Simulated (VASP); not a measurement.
# Ba (P6/mmm) in VASP: further runs

Ba is run at these levels: PBE; tasks: single point.

Program: VASP 6.6.1. These are calculated values, not measurements. Logs are shortened: lines on timing, memory, paths and dates and some standing lists are left out, and cuts for length are marked.

### Step 1. The cell of the first run

Symmetry: P6/mmm, No. 191, hexagonal system. The conventional cell has a = 6.633 Å, b = 6.633 Å, c = 3.934 Å, α = 90.00°, β = 90.00°, γ = 120.00°. Ba (site symmetry 6/mmm) has 14 Ba at 3.93 to 4.31 Å within 5.2 Å. Ba (site symmetry -6m2) has 11 Ba at 3.83 to 4.31 Å within 5.0 Å.

### Step 2. Single point, PBE

INCAR

```
PREC     = Accurate       # precision mode
ENCUT    = 520            # plane-wave cutoff, eV
EDIFF    = 1E-6           # SCF threshold, eV
ISMEAR   = -1             # smearing method
SIGMA    = 0.05           # smearing width, eV
LREAL    = F              # projectors in reciprocal space
LASPH    = T              # aspherical terms in the spheres
NELM     = 100            # most SCF steps
ALGO     = Normal         # electronic algorithm
ISIF     = 2              # what is computed and relaxed
LWAVE    = F              # write WAVECAR
LCHARG   = F              # write CHGCAR
GGA      = PE             # functional
NBANDS   = 22             # bands
```

KPOINTS

```
Automatic mesh
0
Gamma
  6 6 8
```

POSCAR

```
Ba
1.0
    6.6334857793      0.0000000000      0.0000000000
   -3.3167428896      5.7447672005      0.0000000000
    0.0000000000      0.0000000000      3.9338825067
Ba
3
Direct
    0.0000000000      0.0000000000      0.0000000000
    0.3333333333      0.6666666667      0.5000000000
    0.6666666667      0.3333333333      0.5000000000
```

Potentials or basis: VASP PAW PBE potentials, release 64 (Ba_sv).

Started as:

```
$ cat potpaw_PBE.64/Ba_sv/POTCAR > POTCAR
$ mpirun -np 1 vasp_std > vasp.out
```

OUTCAR:

```text
PREC = Accurate
   ENCUT = 520
   EDIFF = 1E-6
   ISMEAR = -1
   LREAL = F
   LASPH = T
   NELM = 100
   ISIF = 2
   GGA = PE

 ion  position               nearest neighbor table
   1  0.000  0.000  0.000-   2 4.31   3 4.31   2 4.31   3 4.31   2 4.31   2 4.31   3 4.31   3 4.31
                             3 4.31   3 4.31   2 4.31   2 4.31
   2  0.333  0.667  0.500-   3 3.83   3 3.83   3 3.83   1 4.31   1 4.31   1 4.31   1 4.31   1 4.31
                             1 4.31
   3  0.667  0.333  0.500-   2 3.83   2 3.83   2 3.83   1 4.31   1 4.31   1 4.31   1 4.31   1 4.31
                             1 4.31

  LATTYP: Found a hexagonal cell.
 ALAT       =     6.6334857793
 C/A-ratio  =     0.5930339851

  Lattice vectors:

 A1 = (   6.6334857793,   0.0000000000,   0.0000000000)
 A2 = (  -3.3167428896,   5.7447672005,   0.0000000000)
 A3 = (   0.0000000000,   0.0000000000,   3.9338825067)

Analysis of symmetry for initial positions (statically):
=====================================================================
 Subroutine PRICEL returns:
 Original cell was already a primitive cell.

 Routine SETGRP: Setting up the symmetry group for a
 hexagonal supercell.

 Subroutine GETGRP returns: Found 24 space group operations
 (whereof 24 operations were pure point group operations)
 out of a pool of 24 trial point group operations.

The static configuration has the point symmetry D_6h.

Analysis of symmetry for dynamics (positions and initial velocities):
=====================================================================
 Subroutine PRICEL returns:
 Original cell was already a primitive cell.

 Routine SETGRP: Setting up the symmetry group for a
 hexagonal supercell.

 Subroutine GETGRP returns: Found 24 space group operations
 (whereof 24 operations were pure point group operations)
 out of a pool of 24 trial point group operations.

The dynamic configuration has the point symmetry D_6h.

 Subroutine INISYM returns: Found 24 space group operations
 (whereof 24 operations are pure point group operations),
 and found     1 'primitive' translations

----------------------------------------------------------------------------------------

                                     Primitive cell

  volume of cell :     149.9117

[... 84 lines left out ...]
   ISPIN  =      1    spin polarized calculation?
   LNONCOLLINEAR =      F non collinear calculations
   LSORBIT =      F    spin-orbit coupling
   LASPH  =      T    aspherical Exc in radial PAW
   ENCUT  =  520.0 eV  38.22 Ry    6.18 a.u.  12.33 12.33  7.31*2*pi/ulx,y,z
   NELM   =    100;   NELMIN=  2; NELMDL= -5     # of ELM steps
   EDIFF  = 0.1E-05   stopping-criterion for ELM
   LREAL  =      F    real-space projection
   EDIFFG = 0.1E-04   stopping-criterion for IOM
   NSW    =      0    number of steps for IOM
   IBRION =     -1    ionic relax: 0-MD 1-quasi-New 2-CG
   NFREE  =      0    steps in history (QN), initial steepest desc. (CG)
   ISIF   =      2    stress and relaxation
   ISYM   =      2    0-nonsym 1-usesym 2-fastsym
   POTIM  = 0.5000    time-step for ionic-motion
   TEBEG  =    0.0;   TEEND  =   0.0 temperature during run
   PSTRESS=    0.0 pullay stress
   NELECT =      30.0000    total number of electrons
   NUPDOWN=      -1.0000    fix difference up-down
   EMIN   =  10.00;   EMAX   =-10.00  energy-range for DOS
   EFERMI =   0.00;   METHOD = LEGACY
   ISMEAR =    -1;   SIGMA  =   0.05  broadening in eV -4-tet -1-fermi 0-gaus
   EFERMI_NEDOS =   21; number of points for ismear=-14 and -15
   IALGO  =     38    algorithm
   IMIX   =      4    mixing-type and parameters
     AMIX     =   0.40;   BMIX     =  1.00
     AMIX_MAG =   1.60;   BMIX_MAG =  1.00
  volume/ion in A,a.u.               =      49.97       337.22
  Fermi-wavevector in a.u.,A,eV,Ry     =   0.957569  1.809543 12.475702  0.916938
  Thomas-Fermi vector in A             =   2.086599
   LORBIT       =      0    0 simple, 1 ext, 2 COOP (PROOUT), +10 PAW based schemes
   GGA     = PE    functional components
   LHFCALC =     F    Hartree Fock is set to
   AEXX    =    0.0000 exact exchange contribution
   IVDW    =     0    specifies the selected vdW correction
   LEPSILON=     F    determine dielectric tensor
   LRPA    =     F    only Hartree local field effects (RPA)
 non-spin polarized calculation
  energy-cutoff  :      520.00
  volume of cell :      149.91
 maximum number of plane-waves:      4083
 NGX is ok and might be reduce to    50
   NGX = 25   NGY = 25   NGZ = 15

 number of electron      30.0000001 magnetization

 Free energy of the ion-electron system (eV)
  ---------------------------------------------------
  ext. energy  EPLUGINS =         0.00000000
  ---------------------------------------------------
  free energy    TOTEN  =        -5.24852348 eV

  energy without entropy =       -5.20384338  energy(sigma->0) =       -5.22618343

 E-fermi :   2.5030     XC(G=0):  -8.1860

 val. band max:        2.4980479025   @ k =   0.1667   0.1667   0.5000
 cond. band min:       2.5034328417   @ k =   0.1667   0.0000   0.3750
 fundamental gap:      0.0053849392
 Fermi energy:         2.5030011856

 k-point     1 :       0.0000    0.0000    0.0000
  band No.  band energies     occupation
      1     -26.1088      2.00000
      2     -25.9699      2.00000
      3     -25.8845      2.00000
      4     -11.6234      2.00000
      5     -11.6234      2.00000
      6     -11.3361      2.00000
[... 589 lines left out ...]
     21       4.8378      0.00000
     22       4.9083      0.00000

 [... further k-points ...]

------------------------ aborting loop because EDIFF is reached ----------------------------------------

  FORCE on cell =-STRESS in cart. coord.  units (eV):
  Direction    XX          YY          ZZ          XY          YZ          ZX
  --------------------------------------------------------------------------------------
  -------------------------------------------------------------------------------------
  Total        2.7977422      2.7977422      2.7913478      0.0000000      0.0000000      0.0000000
  in kB       29.9007893     29.9007893     29.8324500      0.0000000      0.0000000      0.0000000
  external PRESSURE =      29.8780096 kB  Pullay stress =       0.0000000 kB

 VOLUME and BASIS-vectors are now :
 -----------------------------------------------------------------------------
  energy-cutoff  :      520.00
  volume of cell :      149.91
      direct lattice vectors                 reciprocal lattice vectors
     6.633485779  0.000000000  0.000000000     0.150750304  0.087035729  0.000000000
    -3.316742890  5.744767201  0.000000000     0.000000000  0.174071458  0.000000000
     0.000000000  0.000000000  3.933882507     0.000000000  0.000000000  0.254201796

 POSITION                                       TOTAL-FORCE (eV/Angst)
 -----------------------------------------------------------------------------------
      0.00000      0.00000      0.00000        -0.000000      0.000000      0.000000
     -0.00000      3.82984      1.96694         0.000000     -0.000000     -0.000000
      3.31674      1.91492      1.96694        -0.000000      0.000000      0.000000
 -----------------------------------------------------------------------------------
    total drift:                                0.000000     -0.000000      0.000000

  FREE ENERGIE OF THE ION-ELECTRON SYSTEM (eV)
  ---------------------------------------------------
  free  energy   TOTEN  =        -5.2485234754 eV

  energy  without entropy=       -5.2038433812  energy(sigma->0) =       -5.22618343
```

It took 60 s on 1 thread of AMD EPYC 9R45 (Zen 5), shared host; peak memory 0.26 GiB.

Results:

```
Free energy            : -5.2485 eV
Pressure               : 3.0 GPa
Band gap on the k mesh : zero (band 15 reaches 3.31 eV, above the bottom of band 16 at 2.29 eV)
```

Caveat: spin-orbit coupling is left out, which moves the levels of the heavy elements.

### Step 3. Single point, PBE

INCAR

```
  ALGO = Normal
  EDIFF = 1E-6
  ENCUT = 520
  GGA = PE
  ISIF = 2
  ISMEAR = -1
  LASPH = T
  LCHARG = T
  LELF = T
  LREAL = F
  LVHAR = T
  LWAVE = F
  NBANDS = 22
  NELM = 60
  PREC = Accurate
  SIGMA = 0.05
```

KPOINTS

```
k-points
0
Gamma
  6 6 8
```

Changes to POSCAR since step 2:

```diff
@@ -2,3 +2,3 @@
 1.0
-    6.6334857793      0.0000000000      0.0000000000
+    6.6334857792      0.0000000000      0.0000000000
    -3.3167428896      5.7447672005      0.0000000000
```

Potentials or basis: VASP PAW PBE potentials, release 64 (Ba_sv).

Started as:

```
$ cat potpaw_PBE.64/Ba_sv/POTCAR > POTCAR
$ mpirun -np 1 vasp_std > vasp.out
```

OUTCAR:

```text
EDIFF = 1E-6
   ENCUT = 520
   GGA = PE
   ISIF = 2
   ISMEAR = -1
   LASPH = T
   LREAL = F
   NELM = 60
   PREC = Accurate

 ion  position               nearest neighbor table
   1  0.000  0.000  0.000-   2 4.31   3 4.31   2 4.31   3 4.31   3 4.31   3 4.31   2 4.31   2 4.31
                             3 4.31   3 4.31   2 4.31   2 4.31
   2  0.333  0.667  0.500-   3 3.83   3 3.83   3 3.83   1 4.31   1 4.31   1 4.31   1 4.31   1 4.31
                             1 4.31
   3  0.667  0.333  0.500-   2 3.83   2 3.83   2 3.83   1 4.31   1 4.31   1 4.31   1 4.31   1 4.31
                             1 4.31

  LATTYP: Found a hexagonal cell.
 ALAT       =     6.6334857792
 C/A-ratio  =     0.5930339851

  Lattice vectors:

 A1 = (   6.6334857792,   0.0000000000,   0.0000000000)
 A2 = (  -3.3167428896,   5.7447672005,   0.0000000000)
 A3 = (   0.0000000000,   0.0000000000,   3.9338825067)

Analysis of symmetry for initial positions (statically):
=====================================================================
 Subroutine PRICEL returns:
 Original cell was already a primitive cell.

 Routine SETGRP: Setting up the symmetry group for a
 hexagonal supercell.

 Subroutine GETGRP returns: Found 24 space group operations
 (whereof 24 operations were pure point group operations)
 out of a pool of 24 trial point group operations.

The static configuration has the point symmetry D_6h.

Analysis of symmetry for dynamics (positions and initial velocities):
=====================================================================
 Subroutine PRICEL returns:
 Original cell was already a primitive cell.

 Routine SETGRP: Setting up the symmetry group for a
 hexagonal supercell.

 Subroutine GETGRP returns: Found 24 space group operations
 (whereof 24 operations were pure point group operations)
 out of a pool of 24 trial point group operations.

The dynamic configuration has the point symmetry D_6h.

 Subroutine INISYM returns: Found 24 space group operations
 (whereof 24 operations are pure point group operations),
 and found     1 'primitive' translations

----------------------------------------------------------------------------------------

                                     Primitive cell

  volume of cell :     149.9117

  direct lattice vectors                    reciprocal lattice vectors
     6.633485779  0.000000000  0.000000000     0.150750304  0.087035729  0.000000000
    -3.316742890  5.744767201  0.000000000     0.000000000  0.174071458  0.000000000
     0.000000000  0.000000000  3.933882507     0.000000000  0.000000000  0.254201796

  length of vectors
     6.633485779  6.633485779  3.933882507     0.174071458  0.174071458  0.254201796

  position of ions in fractional coordinates (direct lattice)
     0.000000000  0.000000000  0.000000000
     0.333333333  0.666666667  0.500000000
     0.666666667  0.333333333  0.500000000

  ion indices of the primitive-cell ions
   primitive index   ion index
                 1           1
                 2           2
                 3           3

----------------------------------------------------------------------------------------

 KPOINTS: k-points

Automatic generation of k-mesh.
 Grid dimensions read from file:
 generate k-points for:    6    6    8

 Generating k-lattice:

  Cartesian coordinates                     Fractional coordinates (reciprocal lattice)
     0.025125051  0.014505955  0.000000000     0.166666667  0.000000000  0.000000000
     0.000000000  0.029011910  0.000000000     0.000000000  0.166666667  0.000000000
     0.000000000  0.000000000  0.031775225     0.000000000  0.000000000  0.125000000

  Length of vectors
     0.029011910  0.029011910  0.031775225

  Shift w.r.t. Gamma in fractional coordinates (k-lattice)
     0.000000000  0.000000000  0.000000000

 Subroutine IBZKPT returns following result:
 ===========================================

 Found     35 irreducible k-points:

 Following reciprocal coordinates:
            Coordinates               Weight
  0.000000  0.000000  0.000000      1.000000
  0.166667  0.000000  0.000000      6.000000
  0.333333 -0.000000  0.000000      6.000000
  0.500000 -0.000000  0.000000      3.000000
  0.166667  0.166667  0.000000      6.000000
  0.333333  0.166667  0.000000     12.000000
[... 16 lines left out ...]
  0.166667  0.000000  0.375000     12.000000
  0.333333 -0.000000  0.375000     12.000000
 [... further k-points ...]
   k-points           NKPTS =     35   k-points in BZ     NKDIM =     35   number of bands    NBANDS=     22
   number of dos      NEDOS =    301   number of ions     NIONS =      3
   total plane-waves  NPLWV =  75000
   dimension x,y,z NGX =    50 NGY =   50 NGZ =   30
   dimension x,y,z NGXF=   100 NGYF=  100 NGZF=   60
   ions per type =               3
   NGX,Y,Z   is equivalent  to a cutoff of  12.53, 12.53, 12.68 a.u.
   NGXF,Y,Z  is equivalent  to a cutoff of  25.06, 25.06, 25.36 a.u.
 SYSTEM =  unknown system
   PREC   = accura    normal or accurate (medium, high low for compatibility)
   ISTART =      0    job   : 0-new  1-cont  2-samecut
   ICHARG =      2    charge: 1-file 2-atom 10-const
   ISPIN  =      1    spin polarized calculation?
   LNONCOLLINEAR =      F non collinear calculations
   LSORBIT =      F    spin-orbit coupling
   LASPH  =      T    aspherical Exc in radial PAW
   ENCUT  =  520.0 eV  38.22 Ry    6.18 a.u.  12.33 12.33  7.31*2*pi/ulx,y,z
   NELM   =     60;   NELMIN=  2; NELMDL= -5     # of ELM steps
   EDIFF  = 0.1E-05   stopping-criterion for ELM
   LREAL  =      F    real-space projection
   EDIFFG = 0.1E-04   stopping-criterion for IOM
   NSW    =      0    number of steps for IOM
   IBRION =     -1    ionic relax: 0-MD 1-quasi-New 2-CG
   NFREE  =      0    steps in history (QN), initial steepest desc. (CG)
   ISIF   =      2    stress and relaxation
   ISYM   =      2    0-nonsym 1-usesym 2-fastsym
   POTIM  = 0.5000    time-step for ionic-motion
   TEBEG  =    0.0;   TEEND  =   0.0 temperature during run
   PSTRESS=    0.0 pullay stress
   NELECT =      30.0000    total number of electrons
   NUPDOWN=      -1.0000    fix difference up-down
   EMIN   =  10.00;   EMAX   =-10.00  energy-range for DOS
   EFERMI =   0.00;   METHOD = LEGACY
   ISMEAR =    -1;   SIGMA  =   0.05  broadening in eV -4-tet -1-fermi 0-gaus
   EFERMI_NEDOS =   21; number of points for ismear=-14 and -15
   IALGO  =     38    algorithm
   IMIX   =      4    mixing-type and parameters
     AMIX     =   0.40;   BMIX     =  1.00
     AMIX_MAG =   1.60;   BMIX_MAG =  1.00
  volume/ion in A,a.u.               =      49.97       337.22
  Fermi-wavevector in a.u.,A,eV,Ry     =   0.957569  1.809543 12.475702  0.916938
  Thomas-Fermi vector in A             =   2.086599
   LORBIT       =      0    0 simple, 1 ext, 2 COOP (PROOUT), +10 PAW based schemes
   GGA     = PE    functional components
   LHFCALC =     F    Hartree Fock is set to
   AEXX    =    0.0000 exact exchange contribution
   IVDW    =     0    specifies the selected vdW correction
   LEPSILON=     F    determine dielectric tensor
   LRPA    =     F    only Hartree local field effects (RPA)
 non-spin polarized calculation
  energy-cutoff  :      520.00
  volume of cell :      149.91
 maximum number of plane-waves:      4083
 NGX is ok and might be reduce to    50
   NGX = 25   NGY = 25   NGZ = 15

 number of electron      30.0000001 magnetization

 Free energy of the ion-electron system (eV)
  ---------------------------------------------------
  ext. energy  EPLUGINS =         0.00000000
  ---------------------------------------------------
  free energy    TOTEN  =        -5.24852348 eV

  energy without entropy =       -5.20384338  energy(sigma->0) =       -5.22618343

 E-fermi :   2.5030     XC(G=0):  -8.1860

 val. band max:        2.4980479026   @ k =   0.1667   0.1667   0.5000
 cond. band min:       2.5034328418   @ k =   0.1667   0.0000   0.3750
 fundamental gap:      0.0053849392
 Fermi energy:         2.5030011857

 k-point     1 :       0.0000    0.0000    0.0000
  band No.  band energies     occupation
      1     -26.1088      2.00000
      2     -25.9699      2.00000
      3     -25.8845      2.00000
      4     -11.6234      2.00000
      5     -11.6234      2.00000
      6     -11.3361      2.00000
[... 574 lines left out ...]
      6     -11.5823      2.00000
[... 14 lines left out ...]
     21       4.8378      0.00000
     22       4.9083      0.00000

 [... further k-points ...]

------------------------ aborting loop because EDIFF is reached ----------------------------------------

  FORCE on cell =-STRESS in cart. coord.  units (eV):
  Direction    XX          YY          ZZ          XY          YZ          ZX
  --------------------------------------------------------------------------------------
  -------------------------------------------------------------------------------------
  Total        2.7977422      2.7977422      2.7913479      0.0000000     -0.0000000     -0.0000000
  in kB       29.9007894     29.9007894     29.8324503      0.0000000     -0.0000000     -0.0000000
  external PRESSURE =      29.8780097 kB  Pullay stress =       0.0000000 kB

 VOLUME and BASIS-vectors are now :
 -----------------------------------------------------------------------------
  energy-cutoff  :      520.00
  volume of cell :      149.91
      direct lattice vectors                 reciprocal lattice vectors
     6.633485779  0.000000000  0.000000000     0.150750304  0.087035729  0.000000000
    -3.316742890  5.744767201  0.000000000     0.000000000  0.174071458  0.000000000
     0.000000000  0.000000000  3.933882507     0.000000000  0.000000000  0.254201796

 POSITION                                       TOTAL-FORCE (eV/Angst)
 -----------------------------------------------------------------------------------
      0.00000      0.00000      0.00000        -0.000000      0.000000      0.000000
     -0.00000      3.82984      1.96694         0.000000      0.000000     -0.000000
      3.31674      1.91492      1.96694        -0.000000      0.000000      0.000000
 -----------------------------------------------------------------------------------
    total drift:                                0.000000     -0.000000      0.000000

  FREE ENERGIE OF THE ION-ELECTRON SYSTEM (eV)
  ---------------------------------------------------
  free  energy   TOTEN  =        -5.2485234755 eV

  energy  without entropy=       -5.2038433812  energy(sigma->0) =       -5.22618343
```

Run time: 63 s. Hardware: 1 thread of AMD EPYC 9R45 (Zen 5), shared host; peak memory 0.26 GiB.

Results:

```yaml
Free_energy: -5.2485 eV
Pressure: 3.0 GPa
Band_gap_on_the_k_mesh: zero (band 15 reaches 3.31 eV, above the bottom of band 16 at 2.29 eV)
```

Levels at points of the mesh, in eV from the Fermi level:
| k point | band 11 | band 12 | band 13 | band 14 | band 15 | band 16 | band 17 | band 18 | band 19 | band 20 |
| --- | --- | --- | --- | --- | --- | --- | --- | --- | --- | --- |
| (0.00, 0.00, 0.00) | -13.31 | -13.25 | -2.79 | -0.51 | 0.81 | 0.81 | 0.81 | 0.85 | 0.85 | 1.70 |
| (0.50, 0.00, 0.00) | -13.37 | -13.28 | -1.30 | -1.15 | -1.02 | 0.68 | 0.71 | 0.84 | 1.09 | 1.61 |
| (0.00, 0.00, 0.50) | -13.44 | -13.44 | -0.72 | -0.72 | -0.30 | -0.21 | -0.21 | 0.33 | 1.80 | 1.80 |
| (0.50, 0.00, 0.50) | -13.47 | -13.38 | -0.83 | -0.58 | -0.38 | 0.05 | 0.73 | 0.77 | 1.37 | 1.96 |

Caveat: spin-orbit coupling is left out, which moves the levels of the heavy elements.
